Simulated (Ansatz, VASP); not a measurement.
**Sb5Se in VASP and in Ansatz**

```
Sb Se
1.0
     6.37656    0.00000    0.00000
    -3.18828    5.52227    0.00000
     0.00000    0.00000    5.49641
Sb Se
5 1
Direct
  0.50000 0.00000 0.50000
  0.00000 0.50000 0.50000
  0.50000 0.50000 0.50000
  0.33333 0.66667 0.83377
  0.66667 0.33333 0.16623
  0.00000 0.00000 0.50000
```

Alike in both runs: task relaxation of cell and atoms; functional PBE; k mesh 3 × 3 × 4; occupations gaussian, width 0.1 eV; no spin polarisation.

```csv
,VASP,Ansatz
version,VASP 6.6.1,Ansatz 0.2.0
potentials or method,"VASP PAW PBE potentials, release 64 (Sb, Se), cutoff 600 eV","scalar-relativistic, plane waves, PAW"
valence electrons in the cell,31,91
```

Ansatz gave:

- gap on the k mesh at the Fermi level, each at its own relaxed structure (eV): none
- relaxed volume (Å³/atom): 31.35
- relaxed length of the cell vector where the two differ most in proportion (Å): 6.372

Problem. Which values does VASP return?

Solution. gap on the k mesh at the Fermi level, each at its own relaxed structure (eV): none; relaxed volume (Å³/atom): 31.31; relaxed length of the cell vector where the two differ most in proportion (Å): 6.367.

A gap of «none» marks a metal or a gap that the smearing closes. VASP's potentials hold 31 valence electrons a cell and Ansatz's 91, so a difference there can come from the potentials and not from the codes.

The k mesh is coarse, so the values compare programs but aren't converged. Spin-orbit coupling is off throughout.
